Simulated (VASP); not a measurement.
Set up this calculation in VASP 6.6.1, as the native input.

| Item | Value |
| --- | --- |
| Task | electric field gradients |
| Functional | r2SCAN |
| Potentials or basis | VASP PAW PBE potentials, release 64 (Bi_d) |
| Cutoff | 520 eV |
| k mesh | 9 × 9 × 3 |
| Occupations | fermi-dirac, width 0.03 eV |
| Spin | no spin polarisation |
| Dipole correction | no |
| Further INCAR settings | ALGO = Normal; EDIFF = 1e-08; NBANDS = 22 |

Crystal: Bi.

```xyz
2
Lattice="4.5390 0.0000 0.0000 -2.2695 3.9309 0.0000 0.0000 0.0000 11.8290" Properties=species:S:1:pos:R:3 pbc="T T T"
Bi    0.0000    2.6206    2.9573
Bi    2.2695    1.3103    8.8718
```

This isn't the form of Bi at room conditions, which is rhombohedral.

These files were run (other wordings do the same):

POSCAR

```
Bi
1.0
    4.5390002997      0.0000000000      0.0000000000
   -2.2695001499      3.9308895674      0.0000000000
    0.0000000000      0.0000000000     11.8290000000
Bi
2
Direct
    0.3333333333      0.6666666667      0.2500000000
    0.6666666667      0.3333333333      0.7500000000
```

INCAR.step1

```
PREC = Accurate ; ENCUT = 520
ISMEAR = -1 ; SIGMA = 0.03
LREAL = False ; LASPH = True
NELM = 60 ; NBANDS = 22
GGA = PE ; ALGO = Normal
EDIFF = 1E-4 ; LWAVE = True
LCHARG = False
```

INCAR.step2

```
PREC = Accurate ; ENCUT = 520
EDIFF = 1E-8 ; ISMEAR = -1
SIGMA = 0.03 ; LREAL = False
LASPH = True ; NELM = 60
ALGO = Normal ; ISIF = 2
LWAVE = False ; LCHARG = False
METAGGA = R2SCAN ; LMIXTAU = True
LEFG = True ; NBANDS = 22
ISTART = 1
```

KPOINTS

```
regular mesh
0
Gamma
  9 9 3
```

Potentials or basis: VASP PAW PBE potentials, release 64 (Bi_d).

The run is started by

```console
$ cat potpaw_PBE.64/Bi_d/POTCAR > POTCAR
$ cp INCAR.step1 INCAR
$ mpirun -np 1 vasp_std > vasp.out
$ cp INCAR.step2 INCAR
$ mpirun -np 1 vasp_std > vasp.out
```

Results of the run:

```yaml
Pressure: -3.6 GPa
Band_gap_on_the_k_mesh: zero (bands 15 and 16 overlap by 2.25 eV)
Largest_electric_field_gradient_by_atom: Bi -168.8 V/Å²
```

Caveat: the cell stands under tension; without QUAD_EFG the Cq values of the log hold for a quadrupole moment of 1 mb, not for the nuclei; the PAW data sets were made with another functional, which shifts forces and pressure a little; spin-orbit coupling is left out, which moves the levels of the heavy elements.

It took 5.3 min on 1 thread of Intel(R) Xeon(R) Platinum 8488C (Sapphire Rapids), with other jobs on the host, peak memory 0.42 GiB.
